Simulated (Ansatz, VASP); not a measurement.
Two plane-wave programs on SbAu3S3

The input INCAR:

```
PREC     = Accurate       # precision mode
ENCUT    = 500            # plane-wave cutoff, eV
EDIFF    = 1E-7           # SCF threshold, eV
ISMEAR   = 0              # smearing method
SIGMA    = 0.15           # smearing width, eV
LREAL    = F              # projectors in reciprocal space
LASPH    = T              # aspherical terms in the spheres
NELM     = 120            # most SCF steps
ALGO     = Normal         # electronic algorithm
ISIF     = 3              # what is computed and relaxed
LWAVE    = F              # write WAVECAR
LCHARG   = F              # write CHGCAR
GGA      = PE             # functional
IBRION   = 2              # ionic algorithm
NSW      = 36             # ionic steps
EDIFFG   = -0.08          # ionic threshold
GGA_COMPAT= F            
NELMIN   = 4
```

Contents of KPOINTS:

```
Automatic mesh
0
Gamma
  2 2 3
```

The input POSCAR:

```
SbAu3S3
1.0
    6.1999864800      0.0000000000      0.0000000000
   -3.0999932400      5.3693457900      0.0000000000
    0.0000000000      0.0000000000      5.0248870100
Sb S Au
1 3 3
Direct
    0.0000000000      0.0000000000      0.0000000000
    0.5000000000      0.0000000000      0.5000000000
    0.0000000000      0.5000000000      0.5000000000
    0.5000000000      0.5000000000      0.5000000000
    0.3333333300      0.6666666700      0.0262150800
    0.6666666700      0.3333333300      0.9737849200
    0.0000000000      0.0000000000      0.5000000000
```

Input for Ansatz:

```yaml
crystal:
  lattice:
    - [6.19998648, 0.0, 0.0]
    - [-3.09999324, 5.36934579, 0.0]
    - [0.0, 0.0, 5.02488701]
  atoms:
    - { symbol: Sb, position: [0.0, 0.0, 0.0] }
    - { symbol: S, position: [0.5, 0.0, 0.5] }
    - { symbol: S, position: [0.0, 0.5, 0.5] }
    - { symbol: S, position: [0.5, 0.5, 0.5] }
    - { symbol: Au, position: [0.33333333, 0.66666667, 0.02621508] }
    - { symbol: Au, position: [0.66666667, 0.33333333, 0.97378492] }
    - { symbol: Au, position: [0.0, 0.0, 0.5] }
basis:
  ecutwfc: 420
kpoints:
  mp_grid: { grid: [2, 2, 3] }
hamiltonian:
  xc: pbe
scf:
  occupations: { method: gaussian, width: 0.15 }
  lower_state_search: "off"
output:
  forces: true
  stress: true
  eigenvalues: true
relax:
  adjacent_minimum: "off"
  f_tol: 0.08
  max_steps: 16
  cell: { stress_tol: 0.8 }
```

Alike in both runs: task relaxation of cell and atoms; functional PBE; k mesh 2 × 2 × 3; occupations gaussian, width 0.15 eV; no spin polarisation.

|  | VASP | Ansatz |
| --- | --- | --- |
| version | VASP 6.6.1 | Ansatz 0.2.0 |
| potentials or method | VASP PAW PBE potentials, release 64 (Sb_d_GW, S, Au_sv_GW), cutoff 500 eV | scalar-relativistic, plane waves, PAW |
| valence electrons in the cell | 90 | 90 |

|  | VASP | Ansatz | Ansatz less VASP |
| --- | --- | --- | --- |
| gap on the k mesh at the Fermi level, each at its own relaxed structure (eV) | none | none | - |
| relaxed volume (Å³/atom) | 19.52 | 19.72 | +0.192 |
| relaxed cell length with the largest relative difference (Å) | 5.877 | 5.783 | -0.0938 |

A gap of «none» marks a metal or a gap that the smearing closes.

The k mesh is coarse, so the values compare programs but aren't converged. Spin-orbit coupling is off throughout. Noted on VASP's run: the volume moved by over 15 % at a fixed basis, so the end points are rough.
